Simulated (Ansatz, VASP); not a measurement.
# One calculation of CsCdPO4, two programs

The input INCAR:

```
SYSTEM = CsCdPO4
PREC = Accurate
ENCUT = 520
EDIFF = 1E-8
ISMEAR = -1
SIGMA = 0.02
LREAL = Auto
LASPH = .TRUE.
NELM = 120
ALGO = Normal
ISIF = 2
LWAVE = .FALSE.
LCHARG = .FALSE.
GGA = PE
LEFG = .TRUE.
NBANDS = 136
GGA_COMPAT = .FALSE.
```

Contents of KPOINTS:

```
Automatic mesh
0
G
  3 4 3
  0 0 0
```

File POSCAR:

```
CsCdPO4
1.0
    9.0589000000      0.0000000000      0.0000000000
    0.0000000000      5.6406000000      0.0000000000
   -0.0403007454      0.0000000000      9.4633141874
Cs Cd P O
4 4 4 16
Direct
    0.1775300000      0.8859900000      0.0141300000
    0.8224700000      0.3859900000      0.9858700000
    0.3226600000      0.9272000000      0.5135700000
    0.6773400000      0.4272000000      0.4864300000
    0.0737400000      0.4384400000      0.3412800000
    0.9262600000      0.9384400000      0.6587200000
    0.5964100000      0.8780200000      0.1632700000
    0.4035900000      0.3780200000      0.8367300000
    0.6014000000      0.8789000000      0.8111000000
    0.3986000000      0.3789000000      0.1889000000
    0.9176000000      0.9023000000      0.3071000000
    0.0824000000      0.4023000000      0.6929000000
    0.9394000000      0.6853000000      0.2102000000
    0.0606000000      0.1853000000      0.7898000000
    0.4213000000      0.1147000000      0.2248000000
    0.5787000000      0.6147000000      0.7752000000
    0.6844000000      0.9028000000      0.9540000000
    0.3156000000      0.4028000000      0.0460000000
    0.4491000000      0.0058000000      0.8159000000
    0.5509000000      0.5058000000      0.1841000000
    0.9911000000      0.1196000000      0.2402000000
    0.0089000000      0.6196000000      0.7598000000
    0.9940000000      0.8322000000      0.4475000000
    0.0060000000      0.3322000000      0.5525000000
    0.7524000000      0.9476000000      0.3328000000
    0.2476000000      0.4476000000      0.6672000000
    0.6948000000      0.9909000000      0.6932000000
    0.3052000000      0.4909000000      0.3068000000
```

Input for Ansatz:

```yaml
crystal:
  lattice:
    - [9.0589, 0.0, 0.0]
    - [0.0, 5.6406, 0.0]
    - [-0.0403007454, 0.0, 9.4633141874]
  atoms:
    - { symbol: Cs, position: [0.17753, 0.88599, 0.01413] }
    - { symbol: Cs, position: [0.82247, 0.38599, 0.98587] }
    - { symbol: Cs, position: [0.32266, 0.9272, 0.51357] }
    - { symbol: Cs, position: [0.67734, 0.4272, 0.48643] }
    - { symbol: Cd, position: [0.07374, 0.43844, 0.34128] }
    - { symbol: Cd, position: [0.92626, 0.93844, 0.65872] }
    - { symbol: Cd, position: [0.59641, 0.87802, 0.16327] }
    - { symbol: Cd, position: [0.40359, 0.37802, 0.83673] }
    - { symbol: P, position: [0.6014, 0.8789, 0.8111] }
    - { symbol: P, position: [0.3986, 0.3789, 0.1889] }
    - { symbol: P, position: [0.9176, 0.9023, 0.3071] }
    - { symbol: P, position: [0.0824, 0.4023, 0.6929] }
    - { symbol: O, position: [0.9394, 0.6853, 0.2102] }
    - { symbol: O, position: [0.0606, 0.1853, 0.7898] }
    - { symbol: O, position: [0.4213, 0.1147, 0.2248] }
    - { symbol: O, position: [0.5787, 0.6147, 0.7752] }
    - { symbol: O, position: [0.6844, 0.9028, 0.954] }
    - { symbol: O, position: [0.3156, 0.4028, 0.046] }
    - { symbol: O, position: [0.4491, 0.0058, 0.8159] }
    - { symbol: O, position: [0.5509, 0.5058, 0.1841] }
    - { symbol: O, position: [0.9911, 0.1196, 0.2402] }
    - { symbol: O, position: [0.0089, 0.6196, 0.7598] }
    - { symbol: O, position: [0.994, 0.8322, 0.4475] }
    - { symbol: O, position: [0.006, 0.3322, 0.5525] }
    - { symbol: O, position: [0.7524, 0.9476, 0.3328] }
    - { symbol: O, position: [0.2476, 0.4476, 0.6672] }
    - { symbol: O, position: [0.6948, 0.9909, 0.6932] }
    - { symbol: O, position: [0.3052, 0.4909, 0.3068] }
kpoints:
  mp_grid: { grid: [3, 4, 3] }
scf:
  occupations: { method: fermi_dirac, width: 0.02 }
hamiltonian:
  xc: pbe
  pseudopotentials: { kind: paw }
output:
  forces: true
  stress: true
  populations: true
  efg:
    quadrupole_moments_barn: { Cs: -0.00343, O: -0.02558 }
    contact_densities: true
```

Alike in both runs: task electric field gradients; functional PBE; k mesh 3 × 4 × 3; occupations fermi-dirac, width 0.02 eV; no spin polarisation.

```csv
,VASP,Ansatz
version,VASP 6.6.1,Ansatz 0.2.0
potentials or method,"VASP PAW PBE potentials, release 64 (Cs_sv, Cd_sv_GW, P, O)","plane-wave PAW, scalar-relativistic"
plane-wave cutoff (eV),520,420
valence electrons in the cell,232,232
```

Ansatz gave:

| Quantity | Value |
| --- | --- |
| gap on the k mesh at the Fermi level (eV) | 3.16 |
| pressure (GPa) | 5.2 |
| traceless stress, the component that is largest in VASP (GPa) | -0.34 |
| rms of the force components (eV/Å) | 0.312 |
| size of Vzz on the site where it differs most (V/Å²) | 89.2 |

Task: Which values does VASP return?

Result: gap on the k mesh at the Fermi level (eV): 3.16; pressure (GPa): 4.5; traceless stress, the component that is largest in VASP (GPa): -0.35; rms of the force components (eV/Å): 0.287; size of Vzz on the site where it differs most (V/Å²): 87.6.

Atom by atom the forces differ by 0.030 eV/Å (rms over components). With one functional, cell and mesh, what is left measures potentials, basis and numerics.

Neither program's run includes spin-orbit coupling.
